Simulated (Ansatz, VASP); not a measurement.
**Two plane-wave programs on Si**

Contents of INCAR:

```
ALGO = Normal ; EDIFF = 1E-7
EDIFFG = -0.01 ; ENCUT = 500
GGA = PE ; GGA_COMPAT = False
IBRION = 2 ; ISIF = 3
ISMEAR = 0 ; LASPH = True
LCHARG = False ; LREAL = False
LWAVE = False ; NELM = 120
NELMIN = 4 ; NSW = 100
PREC = Accurate ; SIGMA = 0.02
```

The input KPOINTS:

```
k-points
0
Gamma
  8 8 8
```

File POSCAR:

```
Si
1.0
    0.0000000000      2.7218511865      2.7218511865
    2.7218511865      0.0000000000      2.7218511865
    2.7218511865      2.7218511865      0.0000000000
Si
2
Direct
    0.2500000000      0.2500000000      0.2500000000
    0.0000000000      0.0000000000      0.0000000000
```

Input for Ansatz:

```yaml
crystal:
  lattice:
    - [0.0, 2.7218511865, 2.7218511865]
    - [2.7218511865, 0.0, 2.7218511865]
    - [2.7218511865, 2.7218511865, 0.0]
  atoms:
    - { symbol: Si, position: [0.25, 0.25, 0.25] }
    - { symbol: Si, position: [0.0, 0.0, 0.0] }
basis:
  ecutwfc: 420
kpoints:
  mp_grid: { grid: [8, 8, 8] }
hamiltonian:
  xc: pbe
scf:
  occupations: { method: gaussian, width: 0.02 }
output:
  forces: true
  stress: true
  eigenvalues: true
relax:
  adjacent_minimum: "off"
  f_tol: 0.01
  max_steps: 80
  cell: { stress_tol: 0.05 }
```

Alike in both runs: task relaxation of cell and atoms; functional PBE; k mesh 8 × 8 × 8; occupations gaussian, width 0.02 eV; no spin polarisation.

|  | VASP | Ansatz |
| --- | --- | --- |
| version | VASP 6.6.1 | Ansatz 0.2.0 |
| potentials or method | VASP PAW PBE potentials, release 64 (Si), cutoff 500 eV | scalar-relativistic, plane waves, PAW |
| valence electrons in the cell | 8 | 8 |

VASP gave:

| Item | Value |
| --- | --- |
| gap on the k mesh at the Fermi level, each at its own relaxed structure (eV) | 0.65 |
| relaxed volume (Å³/atom) | 20.44 |
| relaxed cell length with the largest relative difference (Å) | 3.867 |

Q: Estimate Ansatz's values.

A: gap on the k mesh at the Fermi level, each at its own relaxed structure (eV): 0.65; relaxed volume (Å³/atom): 20.46; relaxed cell length with the largest relative difference (Å): 3.868.
